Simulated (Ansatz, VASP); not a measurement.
# Two plane-wave programs on YbRu3

The input INCAR:

```
PREC = Accurate
ENCUT = 520
EDIFF = 1E-6
ISMEAR = 0
SIGMA = 0.05
LREAL = False
LASPH = True
NELM = 100
ALGO = Normal
ISIF = 2
LWAVE = False
LCHARG = False
GGA = PE
NBANDS = 41
```

KPOINTS

```
regular mesh
0
Gamma
  8 8 8
```

The input POSCAR:

```
YbRu3
1.0
    4.0014744057      0.0000000000      0.0000000000
    0.0000000000      4.0014744057      0.0000000000
    0.0000000000      0.0000000000      4.0014744057
Yb Ru
1 3
Direct
    0.0000000000      0.0000000000      0.0000000000
    0.0000000000      0.5000000000      0.5000000000
    0.5000000000      0.5000000000      0.0000000000
    0.5000000000      0.0000000000      0.5000000000
```

Input for Ansatz:

```yaml
crystal:
  lattice:
    - [4.0014744057, 0.0, 0.0]
    - [0.0, 4.0014744057, 0.0]
    - [0.0, 0.0, 4.0014744057]
  atoms:
    - { symbol: Yb, position: [0.0, 0.0, 0.0] }
    - { symbol: Ru, position: [0.0, 0.5, 0.5] }
    - { symbol: Ru, position: [0.5, 0.5, 0.0] }
    - { symbol: Ru, position: [0.5, 0.0, 0.5] }
basis:
  ecutwfc: 420
  ecutrho_ratio: 4
kpoints:
  mp_grid: { grid: [8, 8, 8] }
hamiltonian:
  xc: pbe
scf:
  occupations: { method: gaussian, width: 0.05 }
output:
  forces: true
  stress: true
  eigenvalues: true
```

Alike in both runs: task single point; functional PBE; k mesh 8 × 8 × 8; occupations gaussian, width 0.05 eV; no spin polarisation.

|  | VASP | Ansatz |
| --- | --- | --- |
| version | VASP 6.6.1 | Ansatz 0.2.0 |
| potentials or method | VASP PAW PBE potentials, release 64 (Yb, Ru_pv), cutoff 520 eV | scalar-relativistic, plane waves, PAW |
| valence electrons in the cell | 66 | 72 |

Ansatz gave:

* gap on the k mesh at the Fermi level (eV): none
* pressure (GPa): 0.1

Q: Which values does VASP return?

A: gap on the k mesh at the Fermi level (eV): none; pressure (GPa): 0.6.

A gap of «none» marks a metal or a gap that the smearing closes. VASP's potentials hold 66 valence electrons a cell and Ansatz's 72, so a difference there can come from the potentials and not from the codes.

Neither program's run includes spin-orbit coupling.
